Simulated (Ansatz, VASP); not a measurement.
One calculation of AgCl, two programs

```
Ag Cl
1.0
     3.46831    0.00000    0.00000
     0.00000    3.46831    0.00000
     0.00000    0.00000    3.43397
Ag Cl
1 1
Direct
  0.00000 0.00000 0.00000
  0.50000 0.50000 0.50000
```

Change from the starting cell: equal xx and yy strain of +1 %.

Alike in both runs: task single point; functional PBEsol; k mesh 9 × 9 × 9; occupations fermi-dirac, width 0.01 eV; no spin polarisation.

|  | VASP | Ansatz |
| --- | --- | --- |
| version | VASP 6.6.1 | Ansatz 0.2.0 |
| potentials or method | VASP PAW PBE potentials, release 64 (Ag, Cl), cutoff 520 eV | all-electron LAPW, scalar-relativistic |

|  | VASP | Ansatz | Ansatz less VASP |
| --- | --- | --- | --- |
| gap on the k mesh at the Fermi level (eV) | 0.42 | 0.42 | +0.001 |
| pressure (GPa) | -5.4 | -5.3 | +0.09 |
| traceless stress, the component that is largest in VASP (GPa) | 0.30 | 0.30 | 0.000 |

VASP's potentials were made for PBE, not for PBEsol. Ansatz ran all-electron here, and VASP with PAW potentials.
